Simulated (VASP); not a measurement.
# Mg11CdO12 (a cell with a defect) in VASP: a series of runs, part 2 of 2

VASP 6.6.1.

### Step 5. Relaxation of the atoms, PBEsol

INCAR

```
ALGO = Normal ; EDIFF = 1E-7
EDIFFG = -0.03 ; ENCUT = 520
GGA = PS ; GGA_COMPAT = F
IBRION = 2 ; ISIF = 2
ISMEAR = -1 ; ISYM = 0
LASPH = T ; LCHARG = F
LREAL = F ; LWAVE = F
NELM = 120 ; NELMIN = 4
NSW = 100 ; PREC = Accurate
SIGMA = 0.05
```

KPOINTS

```
Automatic mesh
0
Gamma
  1 1 1
  0.25 0.25 0.25
```

POSCAR

```
Mg11CdO12
1.0
    0.0000000000      4.2144040000      4.2144040000
    4.2144040000      0.0000000000      4.2144040000
    6.3216060000      6.3216060000      0.0000000000
O Mg Cd
12 11 1
Direct
    0.7506000000      0.2451290000      0.1691520000
    0.2523660000      0.7480150000      0.4982340000
    0.7544130000      0.2472230000      0.8319730000
    0.2495160000      0.7542480000      0.1662360000
    0.7481220000      0.2509680000      0.5029690000
    0.2543100000      0.7499610000      0.8333320000
    0.2558310000      0.2508790000      0.4946150000
    0.7474220000      0.7508650000      0.1715390000
    0.7450980000      0.7555090000      0.8343400000
    0.2465250000      0.2486900000      0.1680820000
    0.2450940000      0.2495780000      0.8342850000
    0.7495280000      0.7482690000      0.5014110000
    0.0043620000      0.9924700000      0.0018250000
    0.9996350000      0.9950330000      0.6669620000
    0.0023810000      0.9934060000      0.3342590000
    0.4942850000      0.5008950000      0.0039160000
    0.5006750000      0.4950610000      0.6647870000
    0.0059390000      0.5020580000      0.9994420000
    0.4978920000      0.9956820000      0.3359150000
    0.0030860000      0.5056130000      0.6631230000
    0.5037590000      0.9933920000      0.9969890000
    0.0018950000      0.5021070000      0.3281300000
    0.5035970000      0.0016610000      0.6700820000
    0.4968970000      0.5068120000      0.3320500000
```

Potentials or basis: VASP PAW PBE potentials, release 64 (O, Mg, Cd).

The run is started by

```console
cat potpaw_PBE.64/O/POTCAR potpaw_PBE.64/Mg/POTCAR potpaw_PBE.64/Cd/POTCAR > POTCAR
mpirun -np 1 vasp_std > vasp.out
```

OUTCAR:

```text
EDIFF = 1E-7
   EDIFFG = -0.03
   ENCUT = 520
   GGA = PS
   IBRION = 2
   ISIF = 2
   ISMEAR = -1
   ISYM = 0
   LASPH = T
   LREAL = F
   NELM = 120
   NELMIN = 4
   NSW = 100
   PREC = Accurate

 ion  position               nearest neighbor table
   1  0.751  0.245  0.169-  15 2.10  19 2.12  13 2.12  16 2.13  24 2.13  18 2.16
   2  0.252  0.748  0.498-  24 2.07  20 2.07  19 2.08  15 2.09  17 2.10  14 2.11
   3  0.754  0.247  0.832-  14 2.11  21 2.13  17 2.13  13 2.13  20 2.14  16 2.16
   4  0.250  0.754  0.166-  15 2.07  13 2.07  21 2.08  24 2.09  16 2.09  22 2.11
   5  0.748  0.251  0.503-  17 2.05  23 2.08  14 2.10  22 2.13  24 2.14  15 2.15
   6  0.254  0.750  0.833-  13 2.09  16 2.09  18 2.09  23 2.11  14 2.13  17 2.14
   7  0.256  0.251  0.495-  19 2.08  24 2.10  22 2.12  20 2.14  23 2.15  14 2.16
   8  0.747  0.751  0.172-  22 2.06  19 2.07  24 2.08  13 2.10  21 2.13  18 2.14
   9  0.745  0.756  0.834-  21 2.03  23 2.06  14 2.08  16 2.13  20 2.14  18 2.14
  10  0.247  0.249  0.168-  22 2.08  18 2.08  15 2.11  16 2.11  19 2.12  21 2.16
  11  0.245  0.250  0.834-  23 2.08  13 2.10  20 2.10  18 2.11  17 2.11  21 2.12
  12  0.750  0.748  0.501-  20 2.09  15 2.10  19 2.11  17 2.12  22 2.13  23 2.13
  13  0.004  0.992  0.002-   4 2.07   6 2.09  11 2.10   8 2.10   1 2.12   3 2.13  22 2.92  16 2.92
                            18 2.93  21 2.96  15 2.97  23 2.97  14 3.00  21 3.00  19 3.00  18 3.03
  14  1.000  0.995  0.667-   9 2.08   5 2.10   3 2.11   2 2.11   6 2.13   7 2.16  23 2.92  20 2.92
                            21 2.95  18 2.96  19 2.96  15 2.97  17 2.98  17 2.98  13 3.00  22 3.03
  15  0.002  0.993  0.334-   4 2.07   2 2.09  12 2.10   1 2.10  10 2.11   5 2.15  20 2.92  24 2.92
[... 5 lines left out ...]
  18  0.006  0.502  0.999-  10 2.08   6 2.09  11 2.11   8 2.14   9 2.14   1 2.16  22 2.93  16 2.93
                            13 2.93  14 2.96  21 2.96  17 2.97  21 3.00  24 3.00  20 3.00  15 3.01
  19  0.498  0.996  0.336-   8 2.07   2 2.08   7 2.08  12 2.11   1 2.12  10 2.12  24 2.93  17 2.96
                            14 2.96  15 2.97  22 2.97  22 2.99  16 2.99  15 2.99  13 3.00  21 3.02
  20  0.003  0.506  0.663-   2 2.07  12 2.09  11 2.10   9 2.14   3 2.14   7 2.14  15 2.92  14 2.92
                            17 2.94  24 2.95  23 2.97  23 2.99  18 3.00  22 3.01  17 3.02  14 3.04
  21  0.504  0.993  0.997-   9 2.03   4 2.08  11 2.12   3 2.13   8 2.13  10 2.16  23 2.90  16 2.93
                            24 2.95  14 2.95  13 2.96  18 2.96  17 2.98  18 3.00  15 3.00  13 3.00
  22  0.002  0.502  0.328-   8 2.06  10 2.08   4 2.11   7 2.12   5 2.13  12 2.13  16 2.92  13 2.92
                            18 2.93  15 2.96  19 2.97  24 2.98  24 2.98  19 2.99  17 3.00  15 3.00
  23  0.504  0.002  0.670-   9 2.06   5 2.08  11 2.08   6 2.11  12 2.13   7 2.15  21 2.90  17 2.91
                            14 2.92  20 2.97  13 2.97  16 2.99  15 2.99  20 2.99  24 3.02  19 3.02
  24  0.497  0.507  0.332-   2 2.07   8 2.08   4 2.09   7 2.10   1 2.13   5 2.14  15 2.92  19 2.93
[... 176 lines left out ...]
  Total       15.0576658     14.4416690      9.7371730     -5.5708465     -0.2191803      0.0124291
  in kB      107.4331933    103.0381895     69.4726265    -39.7467864     -1.5638038      0.0886792
  external PRESSURE =      93.3146698 kB  Pullay stress =       0.0000000 kB
[... 155 lines left out ...]
  FREE ENERGIE OF THE ION-ELECTRON SYSTEM (eV)
  ---------------------------------------------------
  free  energy   TOTEN  =      -143.4380352693 eV

  energy  without entropy=     -143.4380352692  energy(sigma->0) =     -143.43803527

[... ionic steps 4 to 7 ...]

--------------------------------------- Ionic step        8  -------------------------------------------

 number of electron     106.0000010 magnetization

------------------------ aborting loop because EDIFF is reached ----------------------------------------
[... 111 lines left out ...]
--------------------------------------- Ionic step       10  -------------------------------------------

 number of electron     106.0000009 magnetization

 Free energy of the ion-electron system (eV)
  ---------------------------------------------------
  ext. energy  EPLUGINS =         0.00000000
  ---------------------------------------------------
  free energy    TOTEN  =      -143.55904877 eV

  energy without entropy =     -143.55904877  energy(sigma->0) =     -143.55904877

 E-fermi :   4.7459     XC(G=0): -11.5197

 val. band max:        3.5233167385   @ k =   0.2500   0.2500   0.2500
 cond. band min:       8.1057336393   @ k =   0.2500   0.2500   0.2500
 fundamental gap:      4.5824169008
 Fermi energy:         4.7458587853

 k-point     1 :       0.2500    0.2500    0.2500
  band No.  band energies     occupation
      1     -13.9795      2.00000
      2     -13.1823      2.00000
      3     -13.0738      2.00000
      4     -12.9927      2.00000
      5     -12.8165      2.00000
      6     -12.7926      2.00000
[... 57 lines left out ...]
     64      13.2468      0.00000
     65      13.3445      0.00000
 [bands above 65 left out]

------------------------ aborting loop because EDIFF is reached ----------------------------------------

  FORCE on cell =-STRESS in cart. coord.  units (eV):
  Direction    XX          YY          ZZ          XY          YZ          ZX
  --------------------------------------------------------------------------------------
  -------------------------------------------------------------------------------------
  Total       10.8755283     10.8803248      5.8817756     -5.4357081     -0.3093118     -0.3099235
  in kB       77.5945456     77.6287678     41.9651986    -38.7826032     -2.2068731     -2.2112372
  external PRESSURE =      65.7295040 kB  Pullay stress =       0.0000000 kB
[... 39 lines left out ...]
  FREE ENERGIE OF THE ION-ELECTRON SYSTEM (eV)
  ---------------------------------------------------
  free  energy   TOTEN  =      -143.5590487742 eV

  energy  without entropy=     -143.5590487741  energy(sigma->0) =     -143.55904877

 reached required accuracy - stopping structural energy minimisation
```

CONTCAR:

```text
Mg11CdO12
   1.00000000000000
     0.0000000000000000    4.2144040000000000    4.2144040000000000
     4.2144040000000000    0.0000000000000000    4.2144040000000000
     6.3216060000000001    6.3216060000000001    0.0000000000000000
  O               Mg              Cd
    12    11     1
Direct
     0.7623408126537722    0.2393207939878918    0.1553297806151268
     0.2384362060400019    0.7592716176254124    0.5117224702810244
     0.7476228216405885    0.2522746336661794    0.8334857716193168
     0.2407055134633609    0.7612317647999102    0.1551694281014638
     0.7605033340936908    0.2371737681529019    0.5117955515967489
     0.2536900867519945    0.7465023504992928    0.8333904516704567
[... 16 lines left out ...]
     0.5010126020786928    0.9966852972056072    0.6689736968486586
     0.5006341513180672    0.4993973916284154    0.3334301520359383

  0.00000000E+00  0.00000000E+00  0.00000000E+00
  0.00000000E+00  0.00000000E+00  0.00000000E+00
  0.00000000E+00  0.00000000E+00  0.00000000E+00
  0.00000000E+00  0.00000000E+00  0.00000000E+00
  0.00000000E+00  0.00000000E+00  0.00000000E+00
  0.00000000E+00  0.00000000E+00  0.00000000E+00
[... 16 lines left out ...]
  0.00000000E+00  0.00000000E+00  0.00000000E+00
  0.00000000E+00  0.00000000E+00  0.00000000E+00
```

Wall time 4.7 min (1 thread of Intel Xeon Platinum 8488C (Sapphire Rapids), shared host); peak memory 0.42 GiB.

Results:

```yaml
Free_energy: -143.5590 eV
Energy_gained_by_relaxing: 49.3 meV/atom
Ionic_steps: 10
Pressure_after_relaxing: 6.6 GPa
Largest_force_after_relaxing: 0.020 eV/Å
Band_gap_on_the_k_mesh: 4.58 eV
```

Forces on the atoms (eV/Å):
```
O    0.000 -0.006 -0.003
O   -0.009  0.010  0.009
O    0.005 -0.002  0.000
O   -0.002  0.008 -0.010
O    0.010 -0.014  0.011
O   -0.004  0.004 -0.009
O    0.005  0.004  0.003
O   -0.002 -0.006 -0.006
O   -0.010 -0.015 -0.001
O    0.011  0.011  0.010
O    0.011  0.007 -0.003
O   -0.011 -0.004  0.004
Mg   0.009 -0.009 -0.010
Mg   0.002  0.000  0.013
Mg   0.000  0.005  0.006
Mg  -0.010 -0.003 -0.005
Mg   0.003  0.006  0.008
Mg  -0.005  0.001 -0.008
Mg  -0.001  0.002  0.004
Mg   0.000  0.003 -0.004
Mg  -0.003 -0.002  0.002
Mg   0.003  0.000 -0.006
Mg  -0.004 -0.004 -0.003
Cd   0.002  0.003 -0.004
```

Stress tensor (GPa, compression positive):
```
 7.76 -3.88 -0.22
-3.88  7.76 -0.22
-0.22 -0.22  4.20
```

Step by step:
```csv
step,energy change (eV),largest force (eV/Å),pressure (GPa)
1,0.0000,3.3576,9.33
2,-1.0242,0.9906,6.80
3,-1.0627,0.7929,6.92
4,-1.1603,0.2641,6.68
5,-1.1625,0.2675,6.65
6,-1.1796,0.1034,6.60
7,-1.1807,0.1264,6.59
8,-1.1830,0.0567,6.58
9,-1.1832,0.0417,6.58
10,-1.1837,0.0205,6.57
```

Final structure:
```yaml
crystal:
  lattice:
    - [0.00000, 4.21440, 4.21440]
    - [4.21440, 0.00000, 4.21440]
    - [6.32161, 6.32161, 0.00000]
  atoms:
    - { symbol: O, position: [0.76234, 0.23932, 0.15533] }
    - { symbol: O, position: [0.23844, 0.75927, 0.51172] }
    - { symbol: O, position: [0.74762, 0.25227, 0.83349] }
    - { symbol: O, position: [0.24071, 0.76123, 0.15517] }
    - { symbol: O, position: [0.76050, 0.23717, 0.51180] }
    - { symbol: O, position: [0.25369, 0.74650, 0.83339] }
    - { symbol: O, position: [0.23685, 0.23568, 0.51081] }
    - { symbol: O, position: [0.76441, 0.76301, 0.15608] }
    - { symbol: O, position: [0.74822, 0.74680, 0.83724] }
    - { symbol: O, position: [0.24794, 0.24676, 0.16900] }
    - { symbol: O, position: [0.25309, 0.25180, 0.82979] }
    - { symbol: O, position: [0.75279, 0.75170, 0.49802] }
    - { symbol: Mg, position: [0.00468, 0.00317, 0.99321] }
    - { symbol: Mg, position: [0.99664, 0.99538, 0.67373] }
    - { symbol: Mg, position: [0.00026, 0.99928, 0.33349] }
    - { symbol: Mg, position: [0.50031, 0.49904, 0.99893] }
    - { symbol: Mg, position: [0.50081, 0.49959, 0.66808] }
    - { symbol: Mg, position: [0.00329, 0.49909, 0.99800] }
    - { symbol: Mg, position: [0.50032, 0.99931, 0.33355] }
    - { symbol: Mg, position: [0.99787, 0.49975, 0.66888] }
    - { symbol: Mg, position: [0.50018, 0.00203, 0.99810] }
    - { symbol: Mg, position: [0.00063, 0.49927, 0.33344] }
    - { symbol: Mg, position: [0.50101, 0.99669, 0.66897] }
    - { symbol: Cd, position: [0.50063, 0.49940, 0.33343] }
```

Levels at points of the mesh, in eV from the valence-band top:
```tsv
k point	band 51	band 52	band 53	band 54	band 55	band 56
(0.25, 0.25, 0.25)	-0.51	-0.21	0.00	4.58	6.86	7.45
```

Caveat: the k points lie up to 1.29 Å⁻¹ apart; the PAW data sets were made with another functional, which shifts forces and pressure a little.

### Step 6. Summary

```csv
task,level,cell,cutoff (eV),grid for exact exchange (PRECFOCK),screening parameter,gap on the mesh (eV),pressure (GPa),largest force (eV/Å)
single point,PBEsol,as given,520,-,-,4.58,6.6,0.10
single point,r2SCAN,as given,580,-,-,5.43,5.3,0.13
single point,HSE06,as given,520,Fast,0.2079 1/Å,6.52,5.5,0.06
relaxation of the atoms,PBEsol,atoms relaxed,520,-,-,4.58,6.6,0.02
```

Alike in all rows: potentials or basis VASP PAW PBE potentials, release 64 (O, Mg, Cd); no spin polarisation; k mesh 1 × 1 × 1, shifted; smearing fermi-dirac 0.05 eV.

Caveats: all runs use coarse meshes; the PAW data sets were made with another functional, which shifts forces and pressure a little.

Absolute energies hang on the potentials; compare differences alone.
